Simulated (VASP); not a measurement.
# CuO (Tenorite) in VASP: single point with PBE

Aim: the single point of CuO (Tenorite) with PBE.

Everything below comes from runs of VASP 6.6.1. Logs are shortened: lines on timing, memory, paths and dates and some standing lists are left out, and cuts for length are marked.

### 1 The cell of the first run

The cell holds a slab with vacuum, 8 atoms: a = 2.949 Å, b = 2.949 Å, c = 24.014 Å, α = 90.00°, β = 90.00°, γ = 89.85°.

### 2 Single point, PBE

INCAR reads:

```
ALGO = Normal
DIPOL = 0.5 0.5 0.500
EDIFF = 1E-6
ENCUT = 520
GGA = PE
IDIPOL = 3
ISIF = 2
ISMEAR = 0
LASPH = True
LCHARG = True
LDIPOL = True
LELF = True
LREAL = False
LVACPOTAV = True
LVHAR = True
LWAVE = False
NBANDS = 44
NELM = 80
PREC = Accurate
SIGMA = 0.1
```

KPOINTS reads:

```
k-points
0
Gamma
  12 12 1
```

POSCAR reads:

```
CuO
1.0
    2.9487853379      0.0000000000      0.0000000000
    0.0075954162      2.9487755559      0.0000000000
    0.0000000000      0.0000000000     24.0144323056
O Cu
4 4
Direct
    0.5000045753      0.5001702791      0.3123121923
    0.5003451335      0.5001794297      0.4195623681
    0.5003542840      0.5005199878      0.5268125440
    0.5006948422      0.5005291384      0.6340627198
    0.5001748544      0.0001748544      0.3659372802
    0.0003497087      0.5003497087      0.4731874560
    0.5005245631      0.0005245631      0.5804376319
    0.0006994175      0.5006994175      0.6876878077
```

Potentials or basis: VASP PAW PBE potentials, release 64 (O, Cu).

On the command line:

```sh
$ cat potpaw_PBE.64/O/POTCAR potpaw_PBE.64/Cu/POTCAR > POTCAR
$ mpirun -np 1 vasp_std > vasp.out
```

OUTCAR:

```text
EDIFF = 1E-6
   ENCUT = 520
   GGA = PE
   ISIF = 2
   ISMEAR = 0
   LASPH = True
   LREAL = False
   NELM = 80
   PREC = Accurate

 ion  position               nearest neighbor table
   1  0.500  0.500  0.312-   5 1.96   5 1.96
   2  0.500  0.500  0.420-   5 1.96   6 1.96   6 1.96   5 1.96
   3  0.500  0.501  0.527-   7 1.96   6 1.96   7 1.96   6 1.96
   4  0.501  0.501  0.634-   8 1.96   7 1.96   8 1.96   7 1.96
   5  0.500  0.000  0.366-   1 1.96   2 1.96   2 1.96   1 1.96
   6  0.000  0.500  0.473-   2 1.96   3 1.96   2 1.96   3 1.96
   7  0.501  0.001  0.580-   3 1.96   4 1.96   3 1.96   4 1.96
   8  0.001  0.501  0.688-   4 1.96   4 1.96

  LATTYP: Found a base centered orthorhombic cell.
 ALAT       =     4.1648379842
 B/A-ratio  =     1.0025791038
 C/A-ratio  =     5.7659943548

  Lattice vectors:

 A1 = (  -0.0075954162,  -2.9487755559,   0.0000000000)
 A2 = (   2.9487853379,   0.0000000000,   0.0000000000)
 A3 = (   0.0000000000,   0.0000000000,  24.0144323056)

Analysis of symmetry for initial positions (statically):
=====================================================================
 Subroutine PRICEL returns:
 Original cell was already a primitive cell.

 Routine SETGRP: Setting up the symmetry group for a
 base centered orthorhombic supercell.

 Subroutine GETGRP returns: Found  1 space group operations
 (whereof  1 operations were pure point group operations)
 out of a pool of  8 trial point group operations.

The static configuration has the point symmetry C_1 .

Analysis of symmetry for dynamics (positions and initial velocities):
=====================================================================
 Subroutine PRICEL returns:
 Original cell was already a primitive cell.

 Routine SETGRP: Setting up the symmetry group for a
 base centered orthorhombic supercell.

 Subroutine GETGRP returns: Found  1 space group operations
 (whereof  1 operations were pure point group operations)
 out of a pool of  8 trial point group operations.

The dynamic configuration has the point symmetry C_1 .

 Subroutine INISYM returns: Found  1 space group operations
 (whereof  1 operations are pure point group operations),
 and found     1 'primitive' translations

----------------------------------------------------------------------------------------

                                     Primitive cell

  volume of cell :     208.8128

  direct lattice vectors                    reciprocal lattice vectors
     2.948785338  0.000000000  0.000000000     0.339122685 -0.000873508  0.000000000
     0.007595416  2.948775556  0.000000000     0.000000000  0.339123810  0.000000000
     0.000000000  0.000000000 24.014432306     0.000000000  0.000000000  0.041641626

  length of vectors
     2.948785338  2.948785338 24.014432306     0.339123810  0.339123810  0.041641626

  position of ions in fractional coordinates (direct lattice)
     0.500004575  0.500170279  0.312312192
     0.500345133  0.500179430  0.419562368
     0.500354284  0.500519988  0.526812544
     0.500694842  0.500529138  0.634062720
     0.500174854  0.000174854  0.365937280
     0.000349709  0.500349709  0.473187456
     0.500524563  0.000524563  0.580437632
     0.000699418  0.500699418  0.687687808

  ion indices of the primitive-cell ions
   primitive index   ion index
                 1           1
                 2           2
                 3           3
                 4           4
                 5           5
                 6           6
                 7           7
                 8           8

----------------------------------------------------------------------------------------

 KPOINTS: k-points

Automatic generation of k-mesh.
 Grid dimensions read from file:
 generate k-points for:   12   12    1

 Generating k-lattice:

  Cartesian coordinates                     Fractional coordinates (reciprocal lattice)
     0.028260224 -0.000072792  0.000000000     0.083333333  0.000000000  0.000000000
     0.000000000  0.028260317  0.000000000     0.000000000  0.083333333  0.000000000
     0.000000000  0.000000000  0.041641626     0.000000000  0.000000000  1.000000000

  Length of vectors
     0.028260317  0.028260317  0.041641626

  Shift w.r.t. Gamma in fractional coordinates (k-lattice)
     0.000000000  0.000000000  0.000000000

 Subroutine IBZKPT returns following result:
 ===========================================

 Found     74 irreducible k-points:

 Following reciprocal coordinates:
            Coordinates               Weight
  0.000000  0.000000  0.000000      1.000000
  0.083333  0.000000  0.000000      2.000000
  0.000000 -0.083333  0.000000      2.000000
  0.166667  0.000000  0.000000      2.000000
  0.000000 -0.166667  0.000000      2.000000
  0.250000  0.000000  0.000000      2.000000
[... 16 lines left out ...]
  0.500000  0.083333  0.000000      2.000000
 -0.083333  0.500000  0.000000      2.000000
 [... further k-points ...]
   k-points           NKPTS =     74   k-points in BZ     NKDIM =     74   number of bands    NBANDS=     44
   number of dos      NEDOS =    301   number of ions     NIONS =      8
   total plane-waves  NPLWV = 103680
   dimension x,y,z NGX =    24 NGY =   24 NGZ =  180
   dimension x,y,z NGXF=    48 NGYF=   48 NGZF=  360
   ions per type =               4   4
   NGX,Y,Z   is equivalent  to a cutoff of  13.53, 13.53, 12.46 a.u.
   NGXF,Y,Z  is equivalent  to a cutoff of  27.06, 27.06, 24.92 a.u.
 SYSTEM =  unknown system
   PREC   = accura    normal or accurate (medium, high low for compatibility)
   ISTART =      0    job   : 0-new  1-cont  2-samecut
   ICHARG =      2    charge: 1-file 2-atom 10-const
   ISPIN  =      1    spin polarized calculation?
   LNONCOLLINEAR =      F non collinear calculations
   LSORBIT =      F    spin-orbit coupling
   LASPH  =      T    aspherical Exc in radial PAW
   ENCUT  =  520.0 eV  38.22 Ry    6.18 a.u.   5.48  5.48 44.65*2*pi/ulx,y,z
   NELM   =     80;   NELMIN=  2; NELMDL= -5     # of ELM steps
   EDIFF  = 0.1E-05   stopping-criterion for ELM
   LREAL  =      F    real-space projection
   EDIFFG = 0.1E-04   stopping-criterion for IOM
   NSW    =      0    number of steps for IOM
   IBRION =     -1    ionic relax: 0-MD 1-quasi-New 2-CG
   NFREE  =      0    steps in history (QN), initial steepest desc. (CG)
   ISIF   =      2    stress and relaxation
   ISYM   =      2    0-nonsym 1-usesym 2-fastsym
   POTIM  = 0.5000    time-step for ionic-motion
   TEBEG  =    0.0;   TEEND  =   0.0 temperature during run
   PSTRESS=    0.0 pullay stress
   NELECT =      68.0000    total number of electrons
   NUPDOWN=      -1.0000    fix difference up-down
   EMIN   =  10.00;   EMAX   =-10.00  energy-range for DOS
   EFERMI =   0.00;   METHOD = LEGACY
   ISMEAR =     0;   SIGMA  =   0.10  broadening in eV -4-tet -1-fermi 0-gaus
   EFERMI_NEDOS =   21; number of points for ismear=-14 and -15
   IALGO  =     38    algorithm
   IMIX   =      4    mixing-type and parameters
     AMIX     =   0.40;   BMIX     =  1.00
     AMIX_MAG =   1.60;   BMIX_MAG =  1.00
  volume/ion in A,a.u.               =      26.10       176.14
  Fermi-wavevector in a.u.,A,eV,Ry     =   1.126312  2.128421 17.260063  1.268579
  Thomas-Fermi vector in A             =   2.262993
   LORBIT       =      0    0 simple, 1 ext, 2 COOP (PROOUT), +10 PAW based schemes
   GGA     = PE    functional components
   LHFCALC =     F    Hartree Fock is set to
   AEXX    =    0.0000 exact exchange contribution
   IVDW    =     0    specifies the selected vdW correction
   LEPSILON=     F    determine dielectric tensor
   LRPA    =     F    only Hartree local field effects (RPA)
 non-spin polarized calculation
 Gauss-broadening in eV      SIGMA  =   0.10
  energy-cutoff  :      520.00
  volume of cell :      208.81
 maximum number of plane-waves:      5689
 NGX is ok and might be reduce to    24
   NGX = 11   NGY = 11   NGZ = 89

 dipolmoment           0.000000      0.000000      0.054907 electrons x Angstroem

 number of electron      68.0000018 magnetization

 dipolmoment           0.000000      0.000000     -0.186577 electrons x Angstroem

 Free energy of the ion-electron system (eV)
  ---------------------------------------------------
  ext. energy  EPLUGINS =         0.00000000
  ---------------------------------------------------
  free energy    TOTEN  =       -36.72314828 eV

  energy without entropy =      -36.68058228  energy(sigma->0) =      -36.70186528

 E-fermi :  -1.8351     XC(G=0):  -5.5775

 val. band max:       -1.8398486125   @ k =  -0.4167   0.5000   0.0000
 cond. band min:      -1.8161250869   @ k =   0.0000  -0.1667   0.0000
 fundamental gap:      0.0237235256
 Fermi energy:        -1.8350936132

 k-point     1 :       0.0000    0.0000    0.0000
  band No.  band energies     occupation
      1     -21.3258      2.00000
      2     -20.8861      2.00000
      3     -20.4069      2.00000
      4     -18.6361      2.00000
      5      -9.3076      2.00000
      6      -8.0282      2.00000
[... 36 lines left out ...]
     43       5.0614      0.00000
     44       6.5815      0.00000

 k-point     2 :       0.0833    0.0000    0.0000
  band No.  band energies     occupation
      1     -21.2922      2.00000
      2     -20.8636      2.00000
      3     -20.3897      2.00000
      4     -18.6169      2.00000
      5      -9.2513      2.00000
      6      -8.0206      2.00000
[... 36 lines left out ...]
     43       5.2257      0.00000
     44       6.6262      0.00000

 k-point     3 :       0.0000   -0.0833    0.0000
  band No.  band energies     occupation
      1     -21.2936      2.00000
      2     -20.8570      2.00000
      3     -20.3916      2.00000
      4     -18.6184      2.00000
      5      -9.2543      2.00000
      6      -8.0154      2.00000
[... 976 lines left out ...]
     43       6.3052      0.00000
     44       6.6205      0.00000

 k-point    24 :      -0.0833    0.5000    0.0000
  band No.  band energies     occupation
      1     -20.7962      2.00000
      2     -20.4052      2.00000
      3     -20.1482      2.00000
      4     -18.3222      2.00000
      5      -8.5735      2.00000
      6      -8.4159      2.00000
[... 36 lines left out ...]
     43       6.3856      0.00000
     44       6.6328      0.00000

 [... further k-points ...]
[... 5 lines left out ...]
  --------------------------------------------------------------------------------------
  -------------------------------------------------------------------------------------
  Total        0.0505586     -5.2281696     -3.8366515     -0.0181295     -0.0009278     -0.0016492
  in kB        0.3879254    -40.1146536    -29.4378259     -0.1391040     -0.0071186     -0.0126537
  external PRESSURE =     -23.0548514 kB  Pullay stress =       0.0000000 kB

 VOLUME and BASIS-vectors are now :
 -----------------------------------------------------------------------------
  energy-cutoff  :      520.00
  volume of cell :      208.81
      direct lattice vectors                 reciprocal lattice vectors
     2.948785338  0.000000000  0.000000000     0.339122685 -0.000873508  0.000000000
     0.007595416  2.948775556  0.000000000     0.000000000  0.339123810  0.000000000
     0.000000000  0.000000000 24.014432306     0.000000000  0.000000000  0.041641626

 POSITION                                       TOTAL-FORCE (eV/Angst)
 -----------------------------------------------------------------------------------
      1.47821      1.47489      7.50000         0.000544      0.000062      2.066884
      1.47921      1.47492     10.07555        -0.000316      0.000205     -0.197036
      1.47924      1.47592     12.65110         0.000255      0.000057     -0.025863
      1.48024      1.47595     15.22666         0.000127      0.000692      0.431998
      1.47491      0.00052      8.78778        -0.000091      0.000115     -1.872060
      0.00483      1.47542     11.36333        -0.000039     -0.000210     -0.033999
      1.47594      0.00155     13.93888        -0.000031     -0.000165      0.217002
      0.00587      1.47645     16.51443        -0.000449     -0.000755     -0.586925
 -----------------------------------------------------------------------------------
    total drift:                               -0.000449     -0.000517     -0.000164

  FREE ENERGIE OF THE ION-ELECTRON SYSTEM (eV)
  ---------------------------------------------------
  free  energy   TOTEN  =       -36.7231482792 eV

  energy  without entropy=      -36.6805822807  energy(sigma->0) =      -36.70186528

 vacuum level on the upper side and lower side of the slab         2.785         6.668
```

It took 24 min on 1 thread of Oxide Virtual Turin-like, shared host; peak memory 0.62 GiB.

Results:

| Item | Value |
| --- | --- |
| Free energy | -36.7231 eV |
| Largest force | 2.067 eV/Å |
| Band gap on the k mesh | zero (band 34 reaches -1.60 eV, above the bottom of band 35 at -2.01 eV) |

Forces in eV/Å, atoms in the order of the input:
```
O    0.001  0.000  2.067
O    0.000  0.000 -0.197
O    0.000  0.000 -0.026
O    0.000  0.001  0.432
Cu   0.000  0.000 -1.872
Cu   0.000  0.000 -0.034
Cu   0.000  0.000  0.217
Cu   0.000 -0.001 -0.587
```

Caveat: semilocal functionals often make such compounds metallic where correlation or magnetic order opens a gap, which also shifts bond lengths. With open d or f shells a metallic result of PBE can be an artefact of self-interaction; +U or a hybrid may open a gap.
